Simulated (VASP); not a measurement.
A run of VASP 6.6.1 is set up as follows.

The input POSCAR:

```
SrO
1.0
    0.0000000000      2.6814269745      2.9568456470
    2.6814269745      0.0000000000      2.9568456470
    2.6814269745      2.6814269745      0.0000000000
Sr O
1 1
Direct
    0.0000000000      0.0000000000      0.0000000000
    0.2500000000      0.2500000000      0.2500000000
```

The input INCAR.step1:

```
ALGO = Normal
EDIFF = 1E-4
ENCUT = 520
GGA = PE
ISMEAR = 0
LASPH = True
LCHARG = False
LREAL = False
LWAVE = True
NBANDS = 15
NELM = 60
PREC = Accurate
SIGMA = 0.01
```

Contents of INCAR.step2:

```
ALGO = Normal
EDIFF = 1E-6
ENCUT = 520
ISIF = 2
ISMEAR = 0
ISTART = 1
LASPH = True
LCHARG = False
LMIXTAU = True
LREAL = False
LWAVE = False
METAGGA = R2SCAN
NBANDS = 15
NELM = 60
PREC = Accurate
SIGMA = 0.01
```

The input KPOINTS:

```
k-points
0
Gamma
  8 8 8
```

Potentials or basis: VASP PAW PBE potentials, release 64 (Sr_sv, O).

Command:

```console
$ cat potpaw_PBE.64/Sr_sv/POTCAR potpaw_PBE.64/O/POTCAR > POTCAR
$ cp INCAR.step1 INCAR
$ mpirun -np 1 vasp_std > vasp.out
$ cp INCAR.step2 INCAR
$ mpirun -np 1 vasp_std > vasp.out
```

Q: Predict the band gap on the k mesh.

A: 2.93 eV, indirect (least direct gap 3.81 eV).

Q: What does it give for the pressure?

A: 1.7 GPa.

Stress tensor (GPa, compression positive):
```
2.29 0.00 0.00
0.00 2.29 0.00
0.00 0.00 0.59
```

Caveat: the cell differs from its parent crystal (epitaxial xy strain -4.0%); the PAW data sets were made with another functional, which shifts forces and pressure a little. A k mesh can miss the band edges.
